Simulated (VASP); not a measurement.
# Pr (Fm-3m) in VASP: notebook

The runs below take Pr through single point, with r2SCAN.

All numbers are computed with VASP 6.6.1; they aren't measurements. Logs are shortened: lines on timing, memory, paths and dates and some standing lists are left out, and cuts for length are marked.

## (1) The cell of the first run

The structure is cubic, space group Fm-3m (No. 225). The conventional cell has a = 5.200 Å, b = 5.200 Å, c = 5.200 Å, α = 90.00°, β = 90.00°, γ = 90.00°. Within 4.8 Å of Pr (site symmetry m-3m) lie 12 Pr at 3.68 Å.

This isn't the form of Pr at room conditions, which is double hcp.

## (2) Single point, r2SCAN

POSCAR

```
Pr
1.0
    0.0000000000      2.6000000000      2.6000000000
    2.6000000000      0.0000000000      2.6000000000
    2.6000000000      2.6000000000      0.0000000000
Pr
1
Direct
    0.0000000000      0.0000000000      0.0000000000
```

INCAR.step1

```
ALGO     = Normal         # electronic algorithm
EDIFF    = 1E-5           # SCF threshold, eV
ENCUT    = 800            # plane-wave cutoff, eV
GGA      = PE             # functional
GGA_COMPAT= False        
ISMEAR   = 0              # smearing method
LASPH    = True           # aspherical terms in the spheres
LCHARG   = False          # write CHGCAR
LMAXMIX  = 6              # l up to which the mixer works
LREAL    = False          # projectors in reciprocal space
LWAVE    = True           # write WAVECAR
NBANDS   = 12             # bands
NELM     = 200            # most SCF steps
PREC     = Accurate       # precision mode
SIGMA    = 0.05           # smearing width, eV
```

INCAR.step2

```
ALGO     = Normal         # electronic algorithm
EDIFF    = 1E-6           # SCF threshold, eV
ENCUT    = 800            # plane-wave cutoff, eV
GGA_COMPAT= False        
ISIF     = 2              # what is computed and relaxed
ISMEAR   = 0              # smearing method
ISTART   = 1            
LASPH    = True           # aspherical terms in the spheres
LCHARG   = False          # write CHGCAR
LMAXMIX  = 6              # l up to which the mixer works
LMIXTAU  = True         
LREAL    = False          # projectors in reciprocal space
LWAVE    = False          # write WAVECAR
METAGGA  = R2SCAN         # meta-GGA
NBANDS   = 12             # bands
NELM     = 200            # most SCF steps
PREC     = Accurate       # precision mode
SIGMA    = 0.05           # smearing width, eV
```

KPOINTS

```
k-points
0
Gamma
  4 4 4
```

Potentials or basis: VASP PAW PBE potentials, release 64 (Pr).

The run is started by

```sh
cat potpaw_PBE.64/Pr/POTCAR > POTCAR
cp INCAR.step1 INCAR
mpirun -np 1 vasp_std > vasp.out
cp INCAR.step2 INCAR
mpirun -np 1 vasp_std > vasp.out
```

OUTCAR:

```text
EDIFF = 1E-6
   ENCUT = 800
   ISIF = 2
   ISMEAR = 0
   ISTART = 1
   LASPH = True
   LREAL = False
   METAGGA = R2SCAN
   NELM = 200
   PREC = Accurate

 ion  position               nearest neighbor table
   1  0.000  0.000  0.000-

  LATTYP: Found a face centered cubic cell.
 ALAT       =     5.2000000000

  Lattice vectors:

 A1 = (   0.0000000000,   2.6000000000,   2.6000000000)
 A2 = (   2.6000000000,   0.0000000000,   2.6000000000)
 A3 = (   2.6000000000,   2.6000000000,   0.0000000000)

Analysis of symmetry for initial positions (statically):
=====================================================================
 Subroutine PRICEL returns:
 Original cell was already a primitive cell.

 Routine SETGRP: Setting up the symmetry group for a
 face centered cubic supercell.

 Subroutine GETGRP returns: Found 48 space group operations
 (whereof 48 operations were pure point group operations)
 out of a pool of 48 trial point group operations.

The static configuration has the point symmetry O_h .

Analysis of symmetry for dynamics (positions and initial velocities):
=====================================================================
 Subroutine PRICEL returns:
 Original cell was already a primitive cell.

 Routine SETGRP: Setting up the symmetry group for a
 face centered cubic supercell.

 Subroutine GETGRP returns: Found 48 space group operations
 (whereof 48 operations were pure point group operations)
 out of a pool of 48 trial point group operations.

The dynamic configuration has the point symmetry O_h .

 Subroutine INISYM returns: Found 48 space group operations
 (whereof 48 operations are pure point group operations),
 and found     1 'primitive' translations

----------------------------------------------------------------------------------------

                                     Primitive cell

  volume of cell :      35.1520

  direct lattice vectors                    reciprocal lattice vectors
     0.000000000  2.600000000  2.600000000    -0.192307692  0.192307692  0.192307692
     2.600000000  0.000000000  2.600000000     0.192307692 -0.192307692  0.192307692
     2.600000000  2.600000000  0.000000000     0.192307692  0.192307692 -0.192307692

  length of vectors
     3.676955262  3.676955262  3.676955262     0.333086694  0.333086694  0.333086694

  position of ions in fractional coordinates (direct lattice)
     0.000000000  0.000000000  0.000000000

  ion indices of the primitive-cell ions
   primitive index   ion index
                 1           1
[... 63 lines left out ...]
   POTIM  = 0.5000    time-step for ionic-motion
   TEBEG  =    0.0;   TEEND  =   0.0 temperature during run
   PSTRESS=    0.0 pullay stress
   NELECT =      13.0000    total number of electrons
   NUPDOWN=      -1.0000    fix difference up-down
   EMIN   =  10.00;   EMAX   =-10.00  energy-range for DOS
   EFERMI =   0.00;   METHOD = LEGACY
   ISMEAR =     0;   SIGMA  =   0.05  broadening in eV -4-tet -1-fermi 0-gaus
   EFERMI_NEDOS =   21; number of points for ismear=-14 and -15
   IALGO  =     38    algorithm
   IMIX   =      4    mixing-type and parameters
     AMIX     =   0.40;   BMIX     =  1.00
     AMIX_MAG =   1.60;   BMIX_MAG =  1.00
  volume/ion in A,a.u.               =      35.15       237.22
  Fermi-wavevector in a.u.,A,eV,Ry     =   1.175094  2.220606 18.787549  1.380846
  Thomas-Fermi vector in A             =   2.311480
   LORBIT       =      0    0 simple, 1 ext, 2 COOP (PROOUT), +10 PAW based schemes
   METAGGA = R2SCAN    functional components
   LHFCALC =     F    Hartree Fock is set to
   AEXX    =    0.0000 exact exchange contribution
   IVDW    =     0    specifies the selected vdW correction
   LEPSILON=     F    determine dielectric tensor
   LRPA    =     F    only Hartree local field effects (RPA)
 non-spin polarized calculation
 Gauss-broadening in eV      SIGMA  =   0.05
  energy-cutoff  :      800.00
  volume of cell :       35.15
 maximum number of plane-waves:      1820
 NGX is ok and might be reduce to    36
   NGX = 17   NGY = 17   NGZ = 17

 number of electron      13.0000002 magnetization

 Free energy of the ion-electron system (eV)
  ---------------------------------------------------
  ext. energy  EPLUGINS =         0.00000000
  ---------------------------------------------------
  free energy    TOTEN  =       -29.63461162 eV

  energy without entropy =      -29.61614234  energy(sigma->0) =      -29.62537698

 E-fermi :   5.8397     XC(G=0): -10.6149

 val. band max:        5.8344025830   @ k =   0.5000   0.2500   0.0000
 cond. band min:       5.8787276796   @ k =  -0.2500   0.5000   0.2500
 fundamental gap:      0.0443250967
 Fermi energy:         5.8396986662

 k-point     1 :       0.0000    0.0000    0.0000
  band No.  band energies     occupation
      1     -31.3334      2.00000
      2     -12.2486      2.00000
      3     -12.2485      2.00000
      4     -12.2485      2.00000
      5       2.2966      2.00000
      6       5.4259      2.00000
      7       5.9169      0.02892
      8       5.9172      0.02835
      9       5.9172      0.02835
     10       6.8761      0.00000
     11       6.8763      0.00000
     12       6.8763      0.00000
[... 91 lines left out ...]
 k-point     8 :      -0.2500    0.5000    0.2500
  band No.  band energies     occupation
      1     -31.1170      2.00000
      2     -13.0484      2.00000
      3     -13.0483      2.00000
      4     -12.7039      2.00000
      5       5.0553      2.00000
      6       5.8787      0.26963
      7       5.8789      0.26702
      8       5.9568      0.00093
      9       6.2988      0.00000
     10       6.3690      0.00000
     11       6.4992      0.00000
     12       6.4994      0.00000

------------------------ aborting loop because EDIFF is reached ----------------------------------------

  FORCE on cell =-STRESS in cart. coord.  units (eV):
  Direction    XX          YY          ZZ          XY          YZ          ZX
  --------------------------------------------------------------------------------------
  -------------------------------------------------------------------------------------
  Total       -1.0215983     -1.0215983     -1.0215983      0.0000000      0.0000000     -0.0000000
  in kB      -46.5629713    -46.5629713    -46.5629713      0.0000000      0.0000000     -0.0000000
  external PRESSURE =     -46.5629713 kB  Pullay stress =       0.0000000 kB

 VOLUME and BASIS-vectors are now :
 -----------------------------------------------------------------------------
  energy-cutoff  :      800.00
  volume of cell :       35.15
      direct lattice vectors                 reciprocal lattice vectors
     0.000000000  2.600000000  2.600000000    -0.192307692  0.192307692  0.192307692
     2.600000000  0.000000000  2.600000000     0.192307692 -0.192307692  0.192307692
     2.600000000  2.600000000  0.000000000     0.192307692  0.192307692 -0.192307692

 POSITION                                       TOTAL-FORCE (eV/Angst)
 -----------------------------------------------------------------------------------
      0.00000      0.00000      0.00000         0.000000      0.000000     -0.000000
 -----------------------------------------------------------------------------------
    total drift:                               -0.000000      0.000000      0.000000

  FREE ENERGIE OF THE ION-ELECTRON SYSTEM (eV)
  ---------------------------------------------------
  free  energy   TOTEN  =       -29.6346116233 eV

  energy  without entropy=      -29.6161423353  energy(sigma->0) =      -29.62537698
```

OUTCAR.step1:

```text
EDIFF = 1E-5
   ENCUT = 800
   GGA = PE
   ISMEAR = 0
   LASPH = True
   LREAL = False
[... 316 lines left out ...]

 POSITION                                       TOTAL-FORCE (eV/Angst)
 -----------------------------------------------------------------------------------
      0.00000      0.00000      0.00000         0.000000      0.000000      0.000000
 -----------------------------------------------------------------------------------
    total drift:                               -0.000000      0.000000      0.000000

  FREE ENERGIE OF THE ION-ELECTRON SYSTEM (eV)
  ---------------------------------------------------
  free  energy   TOTEN  =        -4.7481273985 eV

  energy  without entropy=       -4.7272405332  energy(sigma->0) =       -4.73768397
```

It took 2.4 min on 1 thread of Intel Xeon 8259CL, shared host; peak memory 0.23 GiB.

Results:

```yaml
Free_energy: -29.6346 eV
Pressure: -4.7 GPa
Band_gap_on_the_k_mesh: zero (an odd number of electrons rules out a gap without spin polarisation)
```

Levels at points of the mesh, in eV from the Fermi level:
| k point | band 4 | band 5 | band 6 | band 7 | band 8 | band 9 |
| --- | --- | --- | --- | --- | --- | --- |
| (0.00, 0.00, 0.00) | -18.09 | -3.54 | -0.41 | 0.08 | 0.08 | 0.08 |
| (0.50, 0.00, 0.00) | -18.24 | -1.62 | -0.21 | 0.06 | 0.31 | 0.31 |
| (0.50, 0.50, 0.00) | -18.52 | -1.87 | -1.13 | 0.12 | 0.18 | 0.30 |

Caveat: the k points lie up to 0.52 Å⁻¹ apart, too coarse for converged energies and pressures of a metal; the PAW data sets were made with another functional, which shifts forces and pressure a little; spin-orbit coupling is left out, which moves the levels of the heavy elements; semilocal functionals describe open f shells poorly, which spoils levels, moments and volumes. Spin polarisation is off, so any magnetic state and its effect on volume and gap are missing.

## (3) Single point, r2SCAN

POSCAR

```
Pr
1.0
    0.0000000000      2.6000007800      2.6000007800
    2.6000007800      0.0000000000      2.6000007800
    2.6000007800      2.6000007800      0.0000000000
Pr
1
Direct
    0.0000000000      0.0000000000      0.0000000000
```

INCAR.step1

```
SYSTEM = Pr
PREC = Accurate ; ENCUT = 800
ISMEAR = 0 ; SIGMA = 0.05
LREAL = .FALSE. ; LASPH = .TRUE.
NELM = 200 ; NBANDS = 12
GGA = PE ; ALGO = Normal
EDIFF = 1E-5 ; LWAVE = .TRUE.
LCHARG = .FALSE. ; GGA_COMPAT = .FALSE.
LMAXMIX = 6
```

INCAR.step2

```
SYSTEM = Pr
PREC = Accurate ; ENCUT = 800
EDIFF = 1E-6 ; ISMEAR = 0
SIGMA = 0.05 ; LREAL = .FALSE.
LASPH = .TRUE. ; NELM = 200
ALGO = Normal ; ISIF = 2
LWAVE = .FALSE. ; LCHARG = .FALSE.
METAGGA = R2SCAN ; LMIXTAU = .TRUE.
NBANDS = 12 ; ISTART = 1
GGA_COMPAT = .FALSE. ; LMAXMIX = 6
```

KPOINTS

```
regular mesh
0
G
  4 4 4
  0 0 0
```

Potentials or basis: VASP PAW PBE potentials, release 64 (Pr).

The run is started by

```sh
cat potpaw_PBE.64/Pr/POTCAR > POTCAR
cp INCAR.step1 INCAR
mpirun -np 1 vasp_std > vasp.out
cp INCAR.step2 INCAR
mpirun -np 1 vasp_std > vasp.out
```

Run time: 2.6 min. Hardware: 1 thread of Intel Xeon 8259CL, shared host; peak memory 0.22 GiB.

It converged, with:

- Free energy: -29.6346 eV
- Pressure: -4.7 GPa
- Band gap on the k mesh: zero (an odd number of electrons rules out a gap without spin polarisation)

Levels at points of the mesh, in eV from the Fermi level:
| k point | band 3 | band 4 | band 5 | band 6 | band 7 | band 8 | band 9 | band 10 |
| --- | --- | --- | --- | --- | --- | --- | --- | --- |
| (0.00, 0.00, 0.00) | -18.09 | -18.09 | -3.54 | -0.41 | 0.08 | 0.08 | 0.08 | 1.04 |
| (0.50, 0.00, 0.00) | -18.24 | -18.24 | -1.62 | -0.21 | 0.06 | 0.31 | 0.31 | 0.73 |
| (0.50, 0.50, 0.00) | -18.52 | -18.52 | -1.87 | -1.13 | 0.12 | 0.18 | 0.30 | 0.30 |

Caveat: the k points lie up to 0.52 Å⁻¹ apart, too coarse for converged energies and pressures of a metal; the PAW data sets were made with another functional, which shifts forces and pressure a little; spin-orbit coupling is left out, which moves the levels of the heavy elements; semilocal functionals describe open f shells poorly, which spoils levels, moments and volumes. Spin polarisation is off, so any magnetic state and its effect on volume and gap are missing.

[end of part 1 of 2]
